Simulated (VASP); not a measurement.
# KTaO3 (Pm-3m) in VASP: notebook

Runs on KTaO3. Level: PBEsol. Tasks: single point.

Everything below comes from runs of VASP 6.6.1. Logs are shortened: lines on timing, memory, paths and dates and some standing lists are left out, and cuts for length are marked.

## 1. The cell of the first run

It takes space group Pm-3m (No. 221, cubic). The conventional cell has a = 3.878 Å, b = 3.878 Å, c = 3.878 Å, α = 90.00°, β = 90.00°, γ = 90.00°. K (site symmetry m-3m) has 12 O at 2.74 Å and 8 Ta at 3.36 Å within 3.6 Å. Ta (site symmetry m-3m) has 6 O at 1.94 Å within 2.6 Å. O (site symmetry 4/mmm) has 2 Ta at 1.94 Å within 2.6 Å.

## 2. Single point, PBEsol

INCAR reads:

```
PREC     = Accurate       # precision mode
ENCUT    = 520            # plane-wave cutoff, eV
EDIFF    = 1E-7           # SCF threshold, eV
ISMEAR   = 0              # smearing method
SIGMA    = 0.02           # smearing width, eV
LREAL    = False          # projectors in reciprocal space
LASPH    = True           # aspherical terms in the spheres
NELM     = 80             # most SCF steps
ALGO     = Normal         # electronic algorithm
ISIF     = 2              # what is computed and relaxed
LWAVE    = False          # write WAVECAR
LCHARG   = False          # write CHGCAR
GGA      = PS             # functional
NBANDS   = 27             # bands
```

KPOINTS reads:

```
regular mesh
0
Gamma
  8 8 8
```

POSCAR reads:

```
KTaO3
1.0
    3.8775637412      0.0000000000      0.0000000000
    0.0000000000      3.8775637412      0.0000000000
    0.0000000000      0.0000000000      3.8775637412
K Ta O
1 1 3
Direct
    0.5000000000      0.5000000000      0.5000000000
    0.0000000000      0.0000000000      0.0000000000
    0.0000000000      0.5000000000      0.0000000000
    0.0000000000      0.0000000000      0.5000000000
    0.5000000000      0.0000000000      0.0000000000
```

Potentials or basis: VASP PAW PBE potentials, release 64 (K_sv, Ta_pv, O).

Launch:

```bash
$ cat potpaw_PBE.64/K_sv/POTCAR potpaw_PBE.64/Ta_pv/POTCAR potpaw_PBE.64/O/POTCAR > POTCAR
$ mpirun -np 1 vasp_std > vasp.out
```

OUTCAR:

```text
PREC = Accurate
   ENCUT = 520
   EDIFF = 1E-7
   ISMEAR = 0
   LREAL = False
   LASPH = True
   NELM = 80
   ISIF = 2
   GGA = PS

 ion  position               nearest neighbor table
   1  0.500  0.500  0.500-   3 2.74   4 2.74   5 2.74   3 2.74   5 2.74   4 2.74   5 2.74   5 2.74
                             3 2.74   4 2.74   3 2.74   4 2.74   2 3.36   2 3.36   2 3.36   2 3.36
   2  0.000  0.000  0.000-   3 1.94   4 1.94   5 1.94   4 1.94   3 1.94   5 1.94   1 3.36   1 3.36
                             1 3.36   1 3.36   1 3.36   1 3.36   1 3.36   1 3.36
   3  0.000  0.500  0.000-   2 1.94   2 1.94   1 2.74   1 2.74   1 2.74   1 2.74
   4  0.000  0.000  0.500-   2 1.94   2 1.94   1 2.74   1 2.74   1 2.74   1 2.74
   5  0.500  0.000  0.000-   2 1.94   2 1.94   1 2.74   1 2.74   1 2.74   1 2.74

  LATTYP: Found a simple cubic cell.
 ALAT       =     3.8775637412

  Lattice vectors:

 A1 = (   3.8775637412,   0.0000000000,   0.0000000000)
 A2 = (   0.0000000000,   3.8775637412,   0.0000000000)
 A3 = (   0.0000000000,   0.0000000000,   3.8775637412)

Analysis of symmetry for initial positions (statically):
=====================================================================
 Subroutine PRICEL returns:
 Original cell was already a primitive cell.

 Routine SETGRP: Setting up the symmetry group for a
 simple cubic supercell.

 Subroutine GETGRP returns: Found 48 space group operations
 (whereof 48 operations were pure point group operations)
 out of a pool of 48 trial point group operations.

The static configuration has the point symmetry O_h .

Analysis of symmetry for dynamics (positions and initial velocities):
=====================================================================
 Subroutine PRICEL returns:
 Original cell was already a primitive cell.

 Routine SETGRP: Setting up the symmetry group for a
 simple cubic supercell.

 Subroutine GETGRP returns: Found 48 space group operations
 (whereof 48 operations were pure point group operations)
 out of a pool of 48 trial point group operations.

The dynamic configuration has the point symmetry O_h .

 Subroutine INISYM returns: Found 48 space group operations
 (whereof 48 operations are pure point group operations),
 and found     1 'primitive' translations

----------------------------------------------------------------------------------------

                                     Primitive cell

  volume of cell :      58.3011

  direct lattice vectors                    reciprocal lattice vectors
     3.877563741  0.000000000  0.000000000     0.257893891  0.000000000  0.000000000
     0.000000000  3.877563741  0.000000000     0.000000000  0.257893891  0.000000000
     0.000000000  0.000000000  3.877563741     0.000000000  0.000000000  0.257893891

  length of vectors
     3.877563741  3.877563741  3.877563741     0.257893891  0.257893891  0.257893891

  position of ions in fractional coordinates (direct lattice)
     0.500000000  0.500000000  0.500000000
     0.000000000  0.000000000  0.000000000
     0.000000000  0.500000000  0.000000000
     0.000000000  0.000000000  0.500000000
     0.500000000  0.000000000  0.000000000

  ion indices of the primitive-cell ions
   primitive index   ion index
                 1           1
                 2           2
                 3           3
                 4           4
                 5           5

----------------------------------------------------------------------------------------

 KPOINTS: regular mesh

Automatic generation of k-mesh.
 Grid dimensions read from file:
 generate k-points for:    8    8    8

 Generating k-lattice:

  Cartesian coordinates                     Fractional coordinates (reciprocal lattice)
     0.032236736  0.000000000  0.000000000     0.125000000  0.000000000  0.000000000
     0.000000000  0.032236736  0.000000000     0.000000000  0.125000000  0.000000000
     0.000000000  0.000000000  0.032236736     0.000000000  0.000000000  0.125000000

  Length of vectors
     0.032236736  0.032236736  0.032236736

  Shift w.r.t. Gamma in fractional coordinates (k-lattice)
     0.000000000  0.000000000  0.000000000

 Subroutine IBZKPT returns following result:
 ===========================================

 Found     35 irreducible k-points:

 Following reciprocal coordinates:
            Coordinates               Weight
  0.000000  0.000000  0.000000      1.000000
  0.125000  0.000000  0.000000      6.000000
  0.250000  0.000000  0.000000      6.000000
  0.375000  0.000000  0.000000      6.000000
  0.500000  0.000000  0.000000      3.000000
  0.125000  0.125000  0.000000     12.000000
[... 16 lines left out ...]
  0.375000  0.375000  0.125000     24.000000
  0.500000  0.375000  0.125000     24.000000
 [... further k-points ...]
   k-points           NKPTS =     35   k-points in BZ     NKDIM =     35   number of bands    NBANDS=     27
   number of dos      NEDOS =    301   number of ions     NIONS =      5
   total plane-waves  NPLWV =  27000
   dimension x,y,z NGX =    30 NGY =   30 NGZ =   30
   dimension x,y,z NGXF=    60 NGYF=   60 NGZF=   60
   ions per type =               1   1   3
   NGX,Y,Z   is equivalent  to a cutoff of  12.86, 12.86, 12.86 a.u.
   NGXF,Y,Z  is equivalent  to a cutoff of  25.72, 25.72, 25.72 a.u.
 SYSTEM =  unknown system
   PREC   = accura    normal or accurate (medium, high low for compatibility)
   ISTART =      0    job   : 0-new  1-cont  2-samecut
   ICHARG =      2    charge: 1-file 2-atom 10-const
   ISPIN  =      1    spin polarized calculation?
   LNONCOLLINEAR =      F non collinear calculations
   LSORBIT =      F    spin-orbit coupling
   LASPH  =      T    aspherical Exc in radial PAW
   ENCUT  =  520.0 eV  38.22 Ry    6.18 a.u.   7.21  7.21  7.21*2*pi/ulx,y,z
   NELM   =     80;   NELMIN=  2; NELMDL= -5     # of ELM steps
   EDIFF  = 0.1E-06   stopping-criterion for ELM
   LREAL  =      F    real-space projection
   EDIFFG = 0.1E-05   stopping-criterion for IOM
   NSW    =      0    number of steps for IOM
   IBRION =     -1    ionic relax: 0-MD 1-quasi-New 2-CG
   NFREE  =      0    steps in history (QN), initial steepest desc. (CG)
   ISIF   =      2    stress and relaxation
   ISYM   =      2    0-nonsym 1-usesym 2-fastsym
   POTIM  = 0.5000    time-step for ionic-motion
   TEBEG  =    0.0;   TEEND  =   0.0 temperature during run
   PSTRESS=    0.0 pullay stress
   NELECT =      38.0000    total number of electrons
   NUPDOWN=      -1.0000    fix difference up-down
   EMIN   =  10.00;   EMAX   =-10.00  energy-range for DOS
   EFERMI =   0.00;   METHOD = LEGACY
   ISMEAR =     0;   SIGMA  =   0.02  broadening in eV -4-tet -1-fermi 0-gaus
   EFERMI_NEDOS =   21; number of points for ismear=-14 and -15
   IALGO  =     38    algorithm
   IMIX   =      4    mixing-type and parameters
     AMIX     =   0.40;   BMIX     =  1.00
     AMIX_MAG =   1.60;   BMIX_MAG =  1.00
  volume/ion in A,a.u.               =      11.66        78.69
  Fermi-wavevector in a.u.,A,eV,Ry     =   1.419418  2.682312 27.412317  2.014748
  Thomas-Fermi vector in A             =   2.540441
   LORBIT       =      0    0 simple, 1 ext, 2 COOP (PROOUT), +10 PAW based schemes
   GGA     = PS    functional components
   LHFCALC =     F    Hartree Fock is set to
   AEXX    =    0.0000 exact exchange contribution
   IVDW    =     0    specifies the selected vdW correction
   LEPSILON=     F    determine dielectric tensor
   LRPA    =     F    only Hartree local field effects (RPA)
 non-spin polarized calculation
 Gauss-broadening in eV      SIGMA  =   0.02
  energy-cutoff  :      520.00
  volume of cell :       58.30
 maximum number of plane-waves:      1596
 NGX is ok and might be reduce to    30
   NGX = 15   NGY = 15   NGZ = 15

 number of electron      38.0000022 magnetization

 Free energy of the ion-electron system (eV)
  ---------------------------------------------------
  ext. energy  EPLUGINS =         0.00000000
  ---------------------------------------------------
  free energy    TOTEN  =       -42.59475228 eV

  energy without entropy =      -42.59475228  energy(sigma->0) =      -42.59475228

 E-fermi :   2.4708     XC(G=0): -11.5912

 val. band max:        2.2645746663   @ k =   0.5000   0.5000   0.5000
 cond. band min:       4.5127022877   @ k =   0.0000   0.0000   0.0000
 fundamental gap:      2.2481276214
 Fermi energy:         2.4708034299

 k-point     1 :       0.0000    0.0000    0.0000
  band No.  band energies     occupation
      1     -31.4319      2.00000
      2     -31.4319      2.00000
      3     -31.4319      2.00000
      4     -24.8049      2.00000
      5     -15.5311      2.00000
      6     -14.7924      2.00000
[... 19 lines left out ...]
     26      10.1896      0.00000
     27      10.1896      0.00000

 k-point     2 :       0.1250    0.0000    0.0000
  band No.  band energies     occupation
      1     -31.4526      2.00000
      2     -31.4311      2.00000
      3     -31.4311      2.00000
      4     -24.7978      2.00000
      5     -15.4835      2.00000
      6     -14.7879      2.00000
[... 19 lines left out ...]
     26      10.3803      0.00000
     27      10.8214      0.00000

 k-point     3 :       0.2500    0.0000    0.0000
  band No.  band energies     occupation
      1     -31.5019      2.00000
      2     -31.4291      2.00000
      3     -31.4291      2.00000
      4     -24.7805      2.00000
      5     -15.4457      2.00000
      6     -14.7769      2.00000
[... 19 lines left out ...]
     26      10.9648      0.00000
     27      12.2303      0.00000

 k-point     4 :       0.3750    0.0000    0.0000
  band No.  band energies     occupation
      1     -31.5505      2.00000
      2     -31.4271      2.00000
      3     -31.4271      2.00000
      4     -24.7634      2.00000
      5     -15.4631      2.00000
      6     -14.7659      2.00000
[... 19 lines left out ...]
     26      11.6648      0.00000
     27      12.8912      0.00000
[... 516 lines left out ...]
      4     -24.7430      2.00000
      5     -15.0064      2.00000
      6     -14.3225      2.00000
[... 19 lines left out ...]
     26      12.7524      0.00000
     27      13.2720      0.00000

 k-point    23 :       0.3750    0.3750    0.1250
  band No.  band energies     occupation
      1     -31.5433      2.00000
      2     -31.5425      2.00000
      3     -31.4426      2.00000
      4     -24.7392      2.00000
      5     -14.9114      2.00000
      6     -13.8863      2.00000
[... 19 lines left out ...]
     26      13.2153      0.00000
     27      13.2651      0.00000

 k-point    24 :       0.5000    0.3750    0.1250
  band No.  band energies     occupation
      1     -31.5624      2.00000
      2     -31.5418      2.00000
      3     -31.4417      2.00000
      4     -24.7356      2.00000
      5     -14.8852      2.00000
      6     -13.8644      2.00000
[... 19 lines left out ...]
     26      13.2693      0.00000
     27      13.4625      0.00000

 [... further k-points ...]
[... 5 lines left out ...]
  --------------------------------------------------------------------------------------
  -------------------------------------------------------------------------------------
  Total        7.7130375      7.7130375      7.7130375      0.0000000      0.0000000     -0.0000000
  in kB      211.9625743    211.9625743    211.9625743      0.0000000      0.0000000     -0.0000000
  external PRESSURE =     211.9625743 kB  Pullay stress =       0.0000000 kB

 VOLUME and BASIS-vectors are now :
 -----------------------------------------------------------------------------
  energy-cutoff  :      520.00
  volume of cell :       58.30
      direct lattice vectors                 reciprocal lattice vectors
     3.877563741  0.000000000  0.000000000     0.257893891  0.000000000  0.000000000
     0.000000000  3.877563741  0.000000000     0.000000000  0.257893891  0.000000000
     0.000000000  0.000000000  3.877563741     0.000000000  0.000000000  0.257893891

 POSITION                                       TOTAL-FORCE (eV/Angst)
 -----------------------------------------------------------------------------------
      1.93878      1.93878      1.93878         0.000000      0.000000      0.000000
      0.00000      0.00000      0.00000         0.000000      0.000000      0.000000
      0.00000      1.93878      0.00000         0.000000      0.000000      0.000000
      0.00000      0.00000      1.93878         0.000000      0.000000      0.000000
      1.93878      0.00000      0.00000         0.000000      0.000000      0.000000
 -----------------------------------------------------------------------------------
    total drift:                                0.000000     -0.000000      0.000000

  FREE ENERGIE OF THE ION-ELECTRON SYSTEM (eV)
  ---------------------------------------------------
  free  energy   TOTEN  =       -42.5947522779 eV

  energy  without entropy=      -42.5947522779  energy(sigma->0) =      -42.59475228
```

It took 59 s on 1 thread of Intel Xeon 6975P-C (Granite Rapids), shared host; peak memory 0.2 GiB.

What came out:

```yaml
Free_energy: -42.5948 eV
Pressure: 21.2 GPa
Band_gap_on_the_k_mesh: 2.25 eV (least direct gap 2.81 eV)
```

Caveat: the cell stands under pressure; the PAW data sets were made with another functional, which shifts forces and pressure a little; spin-orbit coupling is left out, which moves the levels of the heavy elements. A k mesh can miss the band edges.

## 3. Single point, PBEsol

This run uses another cell than the first one, of 12.11 Å³/atom.

INCAR reads:

```
SYSTEM = KTaO3
ALGO     = Normal         ! electronic algorithm
EDIFF    = 1E-6           ! SCF threshold, eV
ENCUT    = 520            ! plane-wave cutoff, eV
GGA      = PS             ! functional
ISIF     = 2              ! what is computed and relaxed
ISMEAR   = 0              ! smearing method
LASPH    = .True.         ! aspherical terms in the spheres
LCHARG   = .False.        ! write CHGCAR
LREAL    = .False.        ! projectors in reciprocal space
LWAVE    = .False.        ! write WAVECAR
NBANDS   = 27             ! bands
NELM     = 60             ! most SCF steps
PREC     = Accurate       ! precision mode
SIGMA    = 0.02           ! smearing width, eV
```

KPOINTS reads:

```
k-points
0
Gamma
  8 8 8
  0 0 0
```

POSCAR: that of step 2 with these lines changed.

```diff
@@ -2,5 +2,5 @@
 1.0
-    3.8775637412      0.0000000000      0.0000000000
-    0.0000000000      3.8775637412      0.0000000000
-    0.0000000000      0.0000000000      3.8775637412
+    3.9266613527      0.0000000000      0.0000000000
+    0.0000000000      3.9266613527      0.0000000000
+    0.0000000000      0.0000000000      3.9266613527
 K Ta O
```

Potentials or basis: VASP PAW PBE potentials, release 64 (K_sv, Ta_pv, O).

Launch:

```bash
$ cat potpaw_PBE.64/K_sv/POTCAR potpaw_PBE.64/Ta_pv/POTCAR potpaw_PBE.64/O/POTCAR > POTCAR
$ mpirun -np 1 vasp_std > vasp.out
```

It took 69 s on 1 thread of Intel Xeon 6975P-C (Granite Rapids), shared host; peak memory 0.2 GiB.

The run converged. Its results:

| Item | Value |
| --- | --- |
| Free energy | -42.8203 eV |
| Pressure | 10.9 GPa |
| Band gap on the k mesh | 2.18 eV (least direct gap 2.77 eV) |

Levels at points of the mesh, in eV from the valence-band top:
```tsv
k point	band 15	band 16	band 17	band 18	band 19	band 20	band 21	band 22	band 23	band 24
(0.00, 0.00, 0.00)	-1.15	-1.15	-0.60	-0.60	-0.60	2.18	2.18	2.18	6.82	7.30
(0.50, 0.00, 0.00)	-2.36	-2.28	-1.67	-0.84	-0.84	2.36	5.30	5.30	7.35	9.04
(0.50, 0.50, 0.00)	-3.06	-1.56	-1.51	-1.51	-0.05	5.34	5.34	6.71	8.25	10.22
(0.50, 0.50, 0.50)	-4.09	-4.09	0.00	0.00	0.00	6.88	6.88	6.88	8.93	8.93
```

Caveat: the cell stands under pressure; the PAW data sets were made with another functional, which shifts forces and pressure a little; spin-orbit coupling is left out, which moves the levels of the heavy elements.

[end of part 1 of 2]
